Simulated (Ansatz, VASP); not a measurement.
Two plane-wave programs on H19NO8

```
CELL_PARAMETERS angstrom
6.06594 0.00000 0.00000
0.00000 6.06594 0.00000
0.00000 0.00000 6.06594
ATOMIC_POSITIONS crystal
O 0.21025 0.30465 0.50986
O 0.57745 0.42541 0.26733
O 0.74013 0.21431 0.82762
O 0.86929 0.62159 0.56362
O 0.08338 0.48220 0.99550
O 0.87537 0.07982 0.27441
O 0.48249 0.61593 0.84724
O 0.52747 0.94652 0.52807
H 0.27619 0.17508 0.58024
H 0.33036 0.35572 0.41096
H 0.55274 0.49823 0.12411
H 0.67773 0.29963 0.23882
H 0.66873 0.11656 0.71718
H 0.75467 0.12491 0.96060
H 0.99891 0.52592 0.55891
H 0.77251 0.56107 0.44824
H 0.02399 0.62415 0.04044
H 0.96742 0.41467 0.90452
H 0.96587 0.16921 0.37680
H 0.00268 0.02303 0.17771
H 0.33543 0.54513 0.85709
H 0.58467 0.50764 0.78346
H 0.66777 0.93772 0.44422
H 0.52272 0.81344 0.62200
H 0.29477 0.15052 0.03703
H 0.34593 0.95855 0.21865
H 0.32594 0.89250 0.95846
N 0.25811 0.99086 0.07740
```

Alike in both runs: functional PBE; dispersion D3(BJ); k mesh 1 × 1 × 1; occupations fermi-dirac, width 0.05 eV; no spin polarisation.

Ansatz relaxed the structure, and its values are those at the end. VASP's run is a single point on that final structure, the one shown.

```csv
,VASP,Ansatz
version,VASP 6.6.1,Ansatz 0.2.0
potentials or method,"VASP PAW PBE potentials, release 64 (O_h, H_h, N_h), cutoff 1000 eV","scalar-relativistic, plane waves, PAW"
valence electrons in the cell,72,72
```

```csv
,VASP,Ansatz,Ansatz less VASP
gap on the k mesh at the Fermi level (eV),4.59,4.58,-0.007
rms of the force components (eV/Å),0.070,0.071,+0.0010
```
